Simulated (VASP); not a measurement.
# RbBr (Fm-3m) in VASP: a series of runs, part 2 of 2

VASP 6.6.1. The steps go on from the part before.

## Step 3: Single point, r2SCAN

POSCAR

```
RbBr
1.0
    0.0000000000      3.4608320474      3.4608320474
    3.4608320474      0.0000000000      3.4608320474
    3.4608320474      3.4608320474      0.0000000000
Rb Br
1 1
Direct
    0.0000000000      0.0000000000      0.0000000000
    0.5000000000      0.5000000000      0.5000000000
```

INCAR.step1

```
PREC     = Accurate       # precision mode
ENCUT    = 550            # plane-wave cutoff, eV
ISMEAR   = 0              # smearing method
SIGMA    = 0.01           # smearing width, eV
LREAL    = False          # projectors in reciprocal space
LASPH    = True           # aspherical terms in the spheres
NELM     = 120            # most SCF steps
NBANDS   = 15             # bands
GGA      = PE             # functional
ALGO     = Normal         # electronic algorithm
EDIFF    = 1E-5           # SCF threshold, eV
LWAVE    = True           # write WAVECAR
LCHARG   = False          # write CHGCAR
GGA_COMPAT= False
```

INCAR.step2

```
PREC     = Accurate       # precision mode
ENCUT    = 550            # plane-wave cutoff, eV
EDIFF    = 1E-6           # SCF threshold, eV
ISMEAR   = 0              # smearing method
SIGMA    = 0.01           # smearing width, eV
LREAL    = False          # projectors in reciprocal space
LASPH    = True           # aspherical terms in the spheres
NELM     = 120            # most SCF steps
ALGO     = Normal         # electronic algorithm
ISIF     = 2              # what is computed and relaxed
LWAVE    = False          # write WAVECAR
LCHARG   = True           # write CHGCAR
METAGGA  = R2SCAN         # meta-GGA
LMIXTAU  = True         
LELF     = True           # ELF
LVHAR    = True         
NBANDS   = 15             # bands
ISTART   = 1            
GGA_COMPAT= False
```

KPOINTS

```
regular mesh
0
Gamma
  4 4 4
```

Potentials or basis: VASP PAW PBE potentials, release 64 (Rb_sv, Br).

Command:

```
cat potpaw_PBE.64/Rb_sv/POTCAR potpaw_PBE.64/Br/POTCAR > POTCAR
cp INCAR.step1 INCAR
mpirun -np 1 vasp_std > vasp.out
cp INCAR.step2 INCAR
mpirun -np 1 vasp_std > vasp.out
```

OUTCAR:

```text
PREC = Accurate
   ENCUT = 550
   EDIFF = 1E-6
   ISMEAR = 0
   LREAL = False
   LASPH = True
   NELM = 120
   ISIF = 2
   METAGGA = R2SCAN
   ISTART = 1

 ion  position               nearest neighbor table
   1  0.000  0.000  0.000-   2 3.46   2 3.46   2 3.46   2 3.46   2 3.46   2 3.46
   2  0.500  0.500  0.500-   1 3.46   1 3.46   1 3.46   1 3.46   1 3.46   1 3.46

  LATTYP: Found a face centered cubic cell.
 ALAT       =     6.9216640948

  Lattice vectors:

 A1 = (   0.0000000000,   3.4608320474,   3.4608320474)
 A2 = (   3.4608320474,   0.0000000000,   3.4608320474)
 A3 = (   3.4608320474,   3.4608320474,   0.0000000000)

Analysis of symmetry for initial positions (statically):
=====================================================================
 Subroutine PRICEL returns:
 Original cell was already a primitive cell.

 Routine SETGRP: Setting up the symmetry group for a
 face centered cubic supercell.

 Subroutine GETGRP returns: Found 48 space group operations
 (whereof 48 operations were pure point group operations)
 out of a pool of 48 trial point group operations.

The static configuration has the point symmetry O_h .

Analysis of symmetry for dynamics (positions and initial velocities):
=====================================================================
 Subroutine PRICEL returns:
 Original cell was already a primitive cell.

 Routine SETGRP: Setting up the symmetry group for a
 face centered cubic supercell.

 Subroutine GETGRP returns: Found 48 space group operations
 (whereof 48 operations were pure point group operations)
 out of a pool of 48 trial point group operations.

The dynamic configuration has the point symmetry O_h .

 Subroutine INISYM returns: Found 48 space group operations
 (whereof 48 operations are pure point group operations),
 and found     1 'primitive' translations

----------------------------------------------------------------------------------------

                                     Primitive cell

  volume of cell :      82.9033

[... 101 lines left out ...]
   LRPA    =     F    only Hartree local field effects (RPA)
 non-spin polarized calculation
 Gauss-broadening in eV      SIGMA  =   0.01
  energy-cutoff  :      550.00
  volume of cell :       82.90
 maximum number of plane-waves:      2452
 NGX is ok and might be reduce to    40
   NGX = 19   NGY = 19   NGZ = 19

 number of electron      15.9999999 magnetization

 Free energy of the ion-electron system (eV)
  ---------------------------------------------------
  ext. energy  EPLUGINS =         0.00000000
  ---------------------------------------------------
  free energy    TOTEN  =       -31.15561377 eV

  energy without entropy =      -31.15561377  energy(sigma->0) =      -31.15561377

 E-fermi :  -2.1782     XC(G=0):  -7.5051

 val. band max:       -2.2666125230   @ k =   0.0000   0.0000   0.0000
 cond. band min:       2.6260813572   @ k =   0.0000   0.0000   0.0000
 fundamental gap:      4.8926938803
 Fermi energy:        -2.1781774626

 k-point     1 :       0.0000    0.0000    0.0000
  band No.  band energies     occupation
      1     -27.4851      2.00000
      2     -14.8506      2.00000
      3     -11.0121      2.00000
      4     -11.0121      2.00000
      5     -11.0121      2.00000
      6      -2.2666      2.00000
      7      -2.2666      2.00000
      8      -2.2666      2.00000
      9       2.6261      0.00000
     10       5.6077      0.00000
     11       5.6077      0.00000
     12       5.6077      0.00000
     13       6.6558      0.00000
     14       6.6558      0.00000
[... 113 lines left out ...]
      2     -14.8238      2.00000
      3     -11.1242      2.00000
      4     -11.1242      2.00000
      5     -10.9944      2.00000
      6      -2.7190      2.00000
      7      -2.6104      2.00000
      8      -2.6104      2.00000
      9       5.2763      0.00000
     10       5.2763      0.00000
     11       6.7538      0.00000
     12       7.0419      0.00000
     13       9.2721      0.00000
     14       9.4247      0.00000
     15       9.4400      0.00000

------------------------ aborting loop because EDIFF is reached ----------------------------------------

  FORCE on cell =-STRESS in cart. coord.  units (eV):
  Direction    XX          YY          ZZ          XY          YZ          ZX
  --------------------------------------------------------------------------------------
  -------------------------------------------------------------------------------------
  Total        0.0238013      0.0238013      0.0238013     -0.0000000     -0.0000000      0.0000000
  in kB        0.4599799      0.4599799      0.4599799     -0.0000000     -0.0000000      0.0000000
  external PRESSURE =       0.4599799 kB  Pullay stress =       0.0000000 kB

 VOLUME and BASIS-vectors are now :
 -----------------------------------------------------------------------------
  energy-cutoff  :      550.00
  volume of cell :       82.90
      direct lattice vectors                 reciprocal lattice vectors
     0.000000000  3.460832047  3.460832047    -0.144473928  0.144473928  0.144473928
     3.460832047  0.000000000  3.460832047     0.144473928 -0.144473928  0.144473928
     3.460832047  3.460832047  0.000000000     0.144473928  0.144473928 -0.144473928

 POSITION                                       TOTAL-FORCE (eV/Angst)
 -----------------------------------------------------------------------------------
      0.00000      0.00000      0.00000        -0.000000      0.000000      0.000000
      3.46083      3.46083      3.46083         0.000000     -0.000000     -0.000000
 -----------------------------------------------------------------------------------
    total drift:                                0.000000     -0.000000      0.000000

  FREE ENERGIE OF THE ION-ELECTRON SYSTEM (eV)
  ---------------------------------------------------
  free  energy   TOTEN  =       -31.1556137658 eV

  energy  without entropy=      -31.1556137658  energy(sigma->0) =      -31.15561377
```

OUTCAR.step1:

```text
PREC = Accurate
   ENCUT = 550
   ISMEAR = 0
   LREAL = False
   LASPH = True
[... 347 lines left out ...]
      0.00000      0.00000      0.00000         0.000000      0.000000      0.000000
      3.46083      3.46083      3.46083        -0.000000     -0.000000     -0.000000
 -----------------------------------------------------------------------------------
    total drift:                                0.000000     -0.000000     -0.000000

  FREE ENERGIE OF THE ION-ELECTRON SYSTEM (eV)
  ---------------------------------------------------
  free  energy   TOTEN  =        -6.1090536892 eV

  energy  without entropy=       -6.1090536892  energy(sigma->0) =       -6.10905369
```

OSZICAR.step1:

```text
N       E                     dE             d eps       ncg     rms          rms(c)
DAV:   1     0.846669763120E+02    0.84667E+02   -0.68838E+03   240   0.953E+02
DAV:   2    -0.124469925667E+00   -0.84791E+02   -0.78564E+02   319   0.166E+02
DAV:   3    -0.616497988565E+01   -0.60405E+01   -0.60152E+01   303   0.453E+01
DAV:   4    -0.633416372133E+01   -0.16918E+00   -0.16916E+00   353   0.689E+00
DAV:   5    -0.633529491030E+01   -0.11312E-02   -0.11311E-02   324   0.567E-01    0.277E+00
DAV:   6    -0.611358123815E+01    0.22171E+00   -0.27334E-01   310   0.236E+00    0.182E+00
DAV:   7    -0.609613362471E+01    0.17448E-01   -0.12681E-01   310   0.171E+00    0.936E-01
DAV:   8    -0.610821951268E+01   -0.12086E-01   -0.14163E-02   262   0.697E-01    0.111E-01
DAV:   9    -0.610860805265E+01   -0.38854E-03   -0.64794E-04   331   0.130E-01    0.716E-02
DAV:  10    -0.610905491494E+01   -0.44686E-03   -0.61593E-04   254   0.133E-01    0.311E-02
DAV:  11    -0.610905368916E+01    0.12258E-05   -0.38684E-05   311   0.302E-02
   1 F= -.61090537E+01 E0= -.61090537E+01  d E =-.229267E-45
```

It took 82 s on 1 thread of Intel Xeon 8259CL, shared host; peak memory 0.26 GiB.

What came out:

| Quantity | Value |
| --- | --- |
| Free energy | -31.1556 eV |
| Pressure | 0.0 GPa |
| Band gap on the k mesh | 4.89 eV |

Caveat: the PAW data sets were made with another functional, which shifts forces and pressure a little.
